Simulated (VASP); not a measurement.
A run of VASP 6.6.1 is set up as follows.

Contents of INCAR:

```
PREC     = Accurate       # precision mode
ENCUT    = 600            # plane-wave cutoff, eV
EDIFF    = 1E-6           # SCF threshold, eV
ISMEAR   = -1             # smearing method
SIGMA    = 0.08           # smearing width, eV
LREAL    = F              # projectors in reciprocal space
LASPH    = T              # aspherical terms in the spheres
NELM     = 80             # most SCF steps
ALGO     = Normal         # electronic algorithm
ISIF     = 3              # what is computed and relaxed
LWAVE    = F              # write WAVECAR
LCHARG   = F              # write CHGCAR
GGA      = PE             # functional
IBRION   = 2              # ionic algorithm
NSW      = 60             # ionic steps
EDIFFG   = -0.005         # ionic threshold
PSTRESS  = 6.7
```

KPOINTS

```
Automatic mesh
0
Gamma
  12 12 12
```

File POSCAR:

```
Pd
1.0
    0.0000000000      2.6717788214      2.6717788214
    2.6717788214      0.0000000000      2.6717788214
    2.6717788214      2.6717788214      0.0000000000
Pd
2
Direct
   -0.1250000000     -0.1250000000     -0.1250000000
    0.1250000000      0.1250000000      0.1250000000
```

Potentials or basis: VASP PAW PBE potentials, release 64 (Pd).

Launch:

```sh
$ cat potpaw_PBE.64/Pd/POTCAR > POTCAR
$ mpirun -np 1 vasp_std > vasp.out
```

Task: Predict the band gap on the k mesh.

Result: Zero (band 10 reaches 4.12 eV, above the bottom of band 11 at 3.74 eV).

Task: Predict the relaxed cell.

Result: a = 4.090 Å, b = 4.090 Å, c = 4.090 Å, α = 60.00°, β = 60.00°, γ = 60.00°.

Step by step:
```csv
step,energy change (eV),largest force (eV/Å),pressure (GPa),volume (Å³)
1,0.0000,0.0000,31.12,38.14
2,-0.3770,0.0000,-8.21,61.86
3,-0.8056,0.0000,0.19,48.70
4,-0.8052,0.0000,0.50,48.47
5,-0.8042,0.0000,0.82,48.25
6,-0.8042,0.0000,0.82,48.25
7,-0.8042,0.0000,0.80,48.25
8,-0.8042,0.0000,0.82,48.25
9,-0.8042,0.0000,0.82,48.25
10,-0.8042,0.0000,0.82,48.25
11,-0.8042,0.0000,0.82,48.25
12,-0.8042,0.0000,0.82,48.25
13,-0.8043,0.0000,0.82,48.25
14,-0.8043,0.0000,0.81,48.25
15,-0.8043,0.0000,0.80,48.26
16,-0.8043,0.0000,0.81,48.26
17,-0.8043,0.0000,0.80,48.27
18,-0.8044,0.0000,0.78,48.28
19,-0.8045,0.0000,0.73,48.31
20,-0.8048,0.0000,0.64,48.38
```

Caveat: the cell is relaxed towards a set pressure, so the enthalpy falls and the energy may rise; the volume moved by over 15 % at a fixed basis, so the end points are rough.
